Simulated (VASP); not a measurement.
The system is As.

```
As
1.0
    -3.23120    3.23120    3.23120
     3.23120   -3.23120    3.23120
     3.23120    3.23120   -3.23120
As
4
Direct
  0.75000 0.75000 0.75000
  0.50000 0.00000 0.75000
  0.00000 0.75000 0.50000
  0.75000 0.50000 0.00000
```

- Program: VASP 6.6.1
- Task: relaxation of cell and atoms
- Functional: PBE
- Potentials or basis: VASP PAW PBE potentials, release 64 (As)
- Cutoff: 600 eV
- k mesh: 4 × 4 × 4
- Occupations: gaussian, width 0.1 eV
- Spin: no spin polarisation

At the start: pressure 10.5 GPa; volume 33.74 Å³/atom.

**Question.** Where does the relaxation end?

**Answer.** Over 3 steps the energy falls by 279.9 meV/atom and the volume is 43.28 Å³/atom (+28.3 %); space group I4_132 (No. 214, to 0.05 Å).

The path:
| step | energy change (eV) | largest force (eV/Å) | pressure (GPa) | volume (Å³) |
| --- | --- | --- | --- | --- |
| 1 | 0.0000 | 0.0000 | 10.51 | 134.94 |
| 2 | -1.0631 | 0.0000 | -1.64 | 182.96 |
| 3 | -1.1195 | 0.0000 | -0.11 | 173.10 |

Final structure:
```
As
1.0
    -3.51087    3.51087    3.51087
     3.51087   -3.51087    3.51087
     3.51087    3.51087   -3.51087
As
4
Direct
  0.75000 0.75000 0.75000
  0.50000 0.00000 0.75000
  0.00000 0.75000 0.50000
  0.75000 0.50000 0.00000
```

Caveat: the volume moved by over 15 % at a fixed basis, so the end points are rough.
